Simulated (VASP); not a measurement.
# SiO2 (P6_222) in VASP: a series of runs

SiO2 is run at these levels: PBE; tasks: single point.

All numbers are computed with VASP 6.6.1; they aren't measurements. Logs are shortened: lines on timing, memory, paths and dates and some standing lists are left out, and cuts for length are marked.

**1. The cell of the first run**

The structure is hexagonal, space group P6_222 (No. 180). Conventional cell: a = 4.697 Å, b = 4.697 Å, c = 6.031 Å, α = 90.00°, β = 90.00°, γ = 120.00°. Si (site symmetry 222) has 4 O at 1.58 Å within 2.1 Å. Within 2.1 Å of O (site symmetry 2) lie 2 Si at 1.58 Å.

**2. Single point, PBE (strain -0.080 along x and y, +0.080 along z)**

INCAR

```
SYSTEM = SiO2
PREC = Accurate
ENCUT = 520
EDIFF = 1E-6
ISMEAR = 0
SIGMA = 0.05
LREAL = .FALSE.
LASPH = .TRUE.
NELM = 60
ALGO = Normal
ISIF = 2
LWAVE = .FALSE.
LCHARG = .FALSE.
GGA = PE
NBANDS = 34
```

KPOINTS

```
Automatic mesh
0
G
  6 6 4
  0 0 0
```

POSCAR

```
SiO2
1.0
    4.6965043738      0.0000000000      0.0000000000
   -2.3482521869      4.0672920967      0.0000000000
    0.0000000000      0.0000000000      6.0314607987
Si O
3 6
Direct
    0.5000000000      0.0000000000      0.0000000000
    0.5000000000      0.5000000000      0.3333333333
    0.0000000000      0.5000000000      0.6666666667
    0.4159266453      0.2079633227      0.1666666667
    0.2079633227      0.4159266453      0.5000000000
    0.7920366773      0.2079633227      0.8333333333
    0.5840733547      0.7920366773      0.1666666667
    0.7920366773      0.5840733547      0.5000000000
    0.2079633227      0.7920366773      0.8333333333
```

Potentials or basis: VASP PAW PBE potentials, release 64 (Si, O).

Started as:

```bash
$ cat potpaw_PBE.64/Si/POTCAR potpaw_PBE.64/O/POTCAR > POTCAR
$ mpirun -np 1 vasp_std > vasp.out
```

OUTCAR:

```text
SYSTEM = SiO2
   PREC = Accurate
   ENCUT = 520
   EDIFF = 1E-6
   ISMEAR = 0
   LREAL = .FALSE.
   LASPH = .TRUE.
   NELM = 60
   ISIF = 2
   GGA = PE

 ion  position               nearest neighbor table
   1  0.500  0.000  0.000-   6 1.58   9 1.58   7 1.58   4 1.58   2 3.09   3 3.09   2 3.09   3 3.09

   2  0.500  0.500  0.333-   4 1.58   7 1.58   5 1.58   8 1.58   1 3.09   1 3.09   3 3.09   3 3.09

   3  0.000  0.500  0.667-   6 1.58   9 1.58   8 1.58   5 1.58   1 3.09   1 3.09   2 3.09   2 3.09

   4  0.416  0.208  0.167-   2 1.58   1 1.58
   5  0.208  0.416  0.500-   2 1.58   3 1.58
   6  0.792  0.208  0.833-   3 1.58   1 1.58
   7  0.584  0.792  0.167-   2 1.58   1 1.58
   8  0.792  0.584  0.500-   2 1.58   3 1.58
   9  0.208  0.792  0.833-   3 1.58   1 1.58

  LATTYP: Found a hexagonal cell.
 ALAT       =     4.6965043738
 C/A-ratio  =     1.2842446890

  Lattice vectors:

 A1 = (   4.6965043738,   0.0000000000,   0.0000000000)
 A2 = (  -2.3482521869,   4.0672920967,   0.0000000000)
 A3 = (   0.0000000000,   0.0000000000,   6.0314607987)

Analysis of symmetry for initial positions (statically):
=====================================================================
 Subroutine PRICEL returns:
 Original cell was already a primitive cell.

 Routine SETGRP: Setting up the symmetry group for a
 hexagonal supercell.

 Subroutine GETGRP returns: Found 12 space group operations
 (whereof  4 operations were pure point group operations)
 out of a pool of 24 trial point group operations.

The static configuration has the point symmetry D_2 .
 The point group associated with its full space group is D_6 .

Analysis of symmetry for dynamics (positions and initial velocities):
=====================================================================
 Subroutine PRICEL returns:
 Original cell was already a primitive cell.

 Routine SETGRP: Setting up the symmetry group for a
 hexagonal supercell.

 Subroutine GETGRP returns: Found 12 space group operations
 (whereof  4 operations were pure point group operations)
 out of a pool of 24 trial point group operations.

The dynamic configuration has the point symmetry D_2 .
 The point group associated with its full space group is D_6 .

 Subroutine INISYM returns: Found 12 space group operations
 (whereof  4 operations are pure point group operations),
 and found     1 'primitive' translations

----------------------------------------------------------------------------------------

                                     Primitive cell

  volume of cell :     115.2133

  direct lattice vectors                    reciprocal lattice vectors
     4.696504374  0.000000000  0.000000000     0.212924320  0.122931913  0.000000000
    -2.348252187  4.067292097  0.000000000     0.000000000  0.245863827  0.000000000
     0.000000000  0.000000000  6.031460799     0.000000000  0.000000000  0.165797314

  length of vectors
     4.696504374  4.696504374  6.031460799     0.245863827  0.245863827  0.165797314

  position of ions in fractional coordinates (direct lattice)
     0.500000000  0.000000000  0.000000000
     0.500000000  0.500000000  0.333333333
     0.000000000  0.500000000  0.666666667
     0.415926645  0.207963323  0.166666667
     0.207963323  0.415926645  0.500000000
     0.792036677  0.207963323  0.833333333
     0.584073355  0.792036677  0.166666667
     0.792036677  0.584073355  0.500000000
     0.207963323  0.792036677  0.833333333

  ion indices of the primitive-cell ions
   primitive index   ion index
                 1           1
                 2           2
                 3           3
                 4           4
                 5           5
                 6           6
                 7           7
                 8           8
                 9           9

----------------------------------------------------------------------------------------

 KPOINTS: Automatic mesh

Automatic generation of k-mesh.
 Grid dimensions read from file:
 generate k-points for:    6    6    4

 Generating k-lattice:

  Cartesian coordinates                     Fractional coordinates (reciprocal lattice)
     0.035487387  0.020488652  0.000000000     0.166666667  0.000000000  0.000000000
     0.000000000  0.040977304  0.000000000     0.000000000  0.166666667  0.000000000
     0.000000000  0.000000000  0.041449329     0.000000000  0.000000000  0.250000000

  Length of vectors
     0.040977304  0.040977304  0.041449329

  Shift w.r.t. Gamma in fractional coordinates (k-lattice)
     0.000000000  0.000000000  0.000000000

 Subroutine IBZKPT returns following result:
 ===========================================

 Found     21 irreducible k-points:

 Following reciprocal coordinates:
            Coordinates               Weight
  0.000000  0.000000  0.000000      1.000000
  0.166667 -0.000000  0.000000      6.000000
  0.333333  0.000000  0.000000      6.000000
  0.500000 -0.000000  0.000000      3.000000
  0.166667  0.166667  0.000000      6.000000
  0.333333  0.166667  0.000000     12.000000
[... 13 lines left out ...]
  0.333333  0.166667  0.500000     12.000000
  0.333333  0.333333  0.500000      2.000000
   k-points           NKPTS =     21   k-points in BZ     NKDIM =     21   number of bands    NBANDS=     34
   number of dos      NEDOS =    301   number of ions     NIONS =      9
   total plane-waves  NPLWV =  62208
   dimension x,y,z NGX =    36 NGY =   36 NGZ =   48
   dimension x,y,z NGXF=    72 NGYF=   72 NGZF=   96
   ions per type =               3   6
   NGX,Y,Z   is equivalent  to a cutoff of  12.74, 12.74, 13.23 a.u.
   NGXF,Y,Z  is equivalent  to a cutoff of  25.49, 25.49, 26.46 a.u.
 SYSTEM =  SiO2
   PREC   = accura    normal or accurate (medium, high low for compatibility)
   ISTART =      0    job   : 0-new  1-cont  2-samecut
   ICHARG =      2    charge: 1-file 2-atom 10-const
   ISPIN  =      1    spin polarized calculation?
   LNONCOLLINEAR =      F non collinear calculations
   LSORBIT =      F    spin-orbit coupling
   LASPH  =      T    aspherical Exc in radial PAW
   ENCUT  =  520.0 eV  38.22 Ry    6.18 a.u.   8.73  8.73 11.21*2*pi/ulx,y,z
   NELM   =     60;   NELMIN=  2; NELMDL= -5     # of ELM steps
   EDIFF  = 0.1E-05   stopping-criterion for ELM
   LREAL  =      F    real-space projection
   EDIFFG = 0.1E-04   stopping-criterion for IOM
   NSW    =      0    number of steps for IOM
   IBRION =     -1    ionic relax: 0-MD 1-quasi-New 2-CG
   NFREE  =      0    steps in history (QN), initial steepest desc. (CG)
   ISIF   =      2    stress and relaxation
   ISYM   =      2    0-nonsym 1-usesym 2-fastsym
   POTIM  = 0.5000    time-step for ionic-motion
   TEBEG  =    0.0;   TEEND  =   0.0 temperature during run
   PSTRESS=    0.0 pullay stress
   NELECT =      48.0000    total number of electrons
   NUPDOWN=      -1.0000    fix difference up-down
   EMIN   =  10.00;   EMAX   =-10.00  energy-range for DOS
   EFERMI =   0.00;   METHOD = LEGACY
   ISMEAR =     0;   SIGMA  =   0.05  broadening in eV -4-tet -1-fermi 0-gaus
   EFERMI_NEDOS =   21; number of points for ismear=-14 and -15
   IALGO  =     38    algorithm
   IMIX   =      4    mixing-type and parameters
     AMIX     =   0.40;   BMIX     =  1.00
     AMIX_MAG =   1.60;   BMIX_MAG =  1.00
  volume/ion in A,a.u.               =      12.80        86.39
  Fermi-wavevector in a.u.,A,eV,Ry     =   1.222703  2.310574 20.340752  1.495003
  Thomas-Fermi vector in A             =   2.357840
   LORBIT       =      0    0 simple, 1 ext, 2 COOP (PROOUT), +10 PAW based schemes
   GGA     = PE    functional components
   LHFCALC =     F    Hartree Fock is set to
   AEXX    =    0.0000 exact exchange contribution
   IVDW    =     0    specifies the selected vdW correction
   LEPSILON=     F    determine dielectric tensor
   LRPA    =     F    only Hartree local field effects (RPA)
 non-spin polarized calculation
 Gauss-broadening in eV      SIGMA  =   0.05
  energy-cutoff  :      520.00
  volume of cell :      115.21
 maximum number of plane-waves:      3128
 NGX is ok and might be reduce to    36
   NGX = 17   NGY = 17   NGZ = 23

 number of electron      47.9999985 magnetization

 Free energy of the ion-electron system (eV)
  ---------------------------------------------------
  ext. energy  EPLUGINS =         0.00000000
  ---------------------------------------------------
  free energy    TOTEN  =       -70.12731071 eV

  energy without entropy =      -70.12731071  energy(sigma->0) =      -70.12731071

 E-fermi :   1.6548     XC(G=0):  -9.0032

 val. band max:        1.4389376610   @ k =   0.0000   0.0000   0.2500
 cond. band min:       6.8835055572   @ k =   0.0000   0.0000   0.0000
 fundamental gap:      5.4445678962
 Fermi energy:         1.6548097770

 k-point     1 :       0.0000    0.0000    0.0000
  band No.  band energies     occupation
      1     -18.6438      2.00000
      2     -17.2958      2.00000
      3     -17.2958      2.00000
      4     -16.1829      2.00000
      5     -16.1592      2.00000
      6     -16.1592      2.00000
[... 26 lines left out ...]
     33      14.7872      0.00000
     34      14.8085      0.00000

 k-point     2 :       0.1667   -0.0000    0.0000
  band No.  band energies     occupation
      1     -18.5561      2.00000
      2     -17.3286      2.00000
      3     -17.2458      2.00000
      4     -16.2849      2.00000
      5     -16.2265      2.00000
      6     -16.1747      2.00000
[... 26 lines left out ...]
     33      14.3128      0.00000
     34      14.3556      0.00000
[... 664 lines left out ...]
     33      13.2827      0.00000
     34      13.6198      0.00000

 k-point    21 :       0.3333    0.3333    0.5000
  band No.  band energies     occupation
      1     -18.0641      2.00000
      2     -17.3729      2.00000
      3     -17.3729      2.00000
      4     -16.4624      2.00000
      5     -16.4624      2.00000
      6     -16.3659      2.00000
[... 26 lines left out ...]
     33      13.2793      0.00000
     34      13.3130      0.00000

------------------------ aborting loop because EDIFF is reached ----------------------------------------

  FORCE on cell =-STRESS in cart. coord.  units (eV):
  Direction    XX          YY          ZZ          XY          YZ          ZX
  --------------------------------------------------------------------------------------
  -------------------------------------------------------------------------------------
  Total       14.3315579     14.3315579      5.8861649     -0.0000000      0.0000000      0.0000000
  in kB      199.2972844    199.2972844     81.8540936     -0.0000000      0.0000000      0.0000000
  external PRESSURE =     160.1495541 kB  Pullay stress =       0.0000000 kB

 VOLUME and BASIS-vectors are now :
 -----------------------------------------------------------------------------
  energy-cutoff  :      520.00
  volume of cell :      115.21
      direct lattice vectors                 reciprocal lattice vectors
     4.696504374  0.000000000  0.000000000     0.212924320  0.122931913  0.000000000
    -2.348252187  4.067292097  0.000000000     0.000000000  0.245863827  0.000000000
     0.000000000  0.000000000  6.031460799     0.000000000  0.000000000  0.165797314

 POSITION                                       TOTAL-FORCE (eV/Angst)
 -----------------------------------------------------------------------------------
      2.34825      0.00000      0.00000         0.000000      0.000000      0.000000
      1.17413      2.03365      2.01049         0.000000      0.000000      0.000000
     -1.17413      2.03365      4.02097         0.000000      0.000000      0.000000
      1.46505      0.84585      1.00524        -0.758391     -0.437857     -0.000000
      0.00000      1.69170      3.01573         0.000000     -0.875715      0.000000
      3.23145      0.84585      5.02622         0.758391     -0.437857     -0.000000
      0.88320      3.22144      1.00524         0.758391      0.437857      0.000000
      2.34825      2.37560      3.01573         0.000000      0.875715      0.000000
     -0.88320      3.22144      5.02622        -0.758391      0.437857     -0.000000
 -----------------------------------------------------------------------------------
    total drift:                                0.000000     -0.000000      0.000001

  FREE ENERGIE OF THE ION-ELECTRON SYSTEM (eV)
  ---------------------------------------------------
  free  energy   TOTEN  =       -70.1273107133 eV

  energy  without entropy=      -70.1273107133  energy(sigma->0) =      -70.12731071
```

Wall time 35 s (1 thread of Intel Xeon 6975P-C (Granite Rapids), shared host); peak memory 0.25 GiB.

Results:

```
Free energy            : -70.1273 eV
Pressure               : 16.0 GPa
Largest force          : 0.876 eV/Å
Band gap on the k mesh : 5.44 eV
```

Forces in eV/Å, atoms in the order of the input:
```
Si   0.000  0.000  0.000
Si   0.000  0.000  0.000
Si   0.000  0.000  0.000
O   -0.758 -0.438  0.000
O    0.000 -0.876  0.000
O    0.758 -0.438  0.000
O    0.758  0.438  0.000
O    0.000  0.876  0.000
O   -0.758  0.438  0.000
```

Levels at points of the mesh, in eV from the valence-band top:
```csv
k point,band 22,band 23,band 24,band 25,band 26,band 27
"(0.00, 0.00, 0.00)",-0.60,-0.60,0.00,5.44,8.61,8.61
"(0.50, 0.00, 0.00)",-1.45,-0.80,-0.16,7.58,8.59,9.34
"(0.00, 0.00, 0.50)",-0.89,-0.04,-0.04,7.16,7.16,7.82
"(0.50, 0.00, 0.50)",-1.20,-1.18,-0.32,8.61,8.65,8.69
```

Caveat: the cell differs from its parent crystal (strain -0.080 along x and y, +0.080 along z); the stress differs along the axes, from 8 to 20 GPa. A k mesh can miss the band edges.

**3. Single point, PBE (strain +0.000 along x and y, -0.080 along z)**

INCAR

```
PREC = Accurate ; ENCUT = 520
EDIFF = 1E-7 ; ISMEAR = 0
SIGMA = 0.05 ; LREAL = False
LASPH = True ; NELM = 60
ALGO = Normal ; ISIF = 2
LWAVE = False ; LCHARG = False
GGA = PE ; NBANDS = 34
```

KPOINTS

```
Automatic mesh
0
Gamma
  6 6 4
```

Changes to POSCAR since step 2:

```diff
@@ -2,5 +2,5 @@
 1.0
-    4.6965043738      0.0000000000      0.0000000000
-   -2.3482521869      4.0672920967      0.0000000000
-    0.0000000000      0.0000000000      6.0314607987
+    5.1048960585      0.0000000000      0.0000000000
+   -2.5524480292      4.4209696703      0.0000000000
+    0.0000000000      0.0000000000      5.1379110507
 Si O
```

Potentials or basis: VASP PAW PBE potentials, release 64 (Si, O).

Started as:

```bash
$ cat potpaw_PBE.64/Si/POTCAR potpaw_PBE.64/O/POTCAR > POTCAR
$ mpirun -np 1 vasp_std > vasp.out
```

Wall time 41 s (1 thread of Intel Xeon 6975P-C (Granite Rapids), shared host); peak memory 0.25 GiB.

It converged, with:

```
Free energy            : -70.5176 eV
Pressure               : 16.6 GPa
Largest force          : 0.572 eV/Å
Band gap on the k mesh : 5.93 eV (least direct gap 6.37 eV)
```

Forces on the atoms (eV/Å):
```
Si   0.000  0.000  0.000
Si   0.000  0.000  0.000
Si   0.000  0.000  0.000
O   -0.495 -0.286  0.000
O    0.000 -0.572  0.000
O    0.495 -0.286  0.000
O    0.495  0.286  0.000
O    0.000  0.572  0.000
O   -0.495  0.286  0.000
```

Stress tensor (GPa, compression positive):
```
15.35  0.00  0.00
 0.00 15.35  0.00
 0.00  0.00 19.12
```

Levels at points of the mesh, in eV from the valence-band top:
```csv
k point,band 20,band 21,band 22,band 23,band 24,band 25,band 26,band 27,band 28,band 29
"(0.00, 0.00, 0.00)",-0.99,-0.99,-0.53,-0.53,-0.44,5.93,9.21,9.21,9.46,9.46
"(0.50, 0.00, 0.00)",-1.33,-1.19,-1.02,-0.30,0.00,7.91,8.80,9.49,9.92,9.94
"(0.00, 0.00, 0.50)",-1.81,-1.48,-0.14,-0.09,-0.09,7.91,7.91,8.90,10.54,10.54
"(0.50, 0.00, 0.50)",-1.25,-1.01,-0.72,-0.61,-0.51,8.96,9.72,9.81,10.00,10.07
```

Caveat: the cell differs from its parent crystal (strain +0.000 along x and y, -0.080 along z); the cell stands under pressure.

(Part 1 of 2 ends here.)
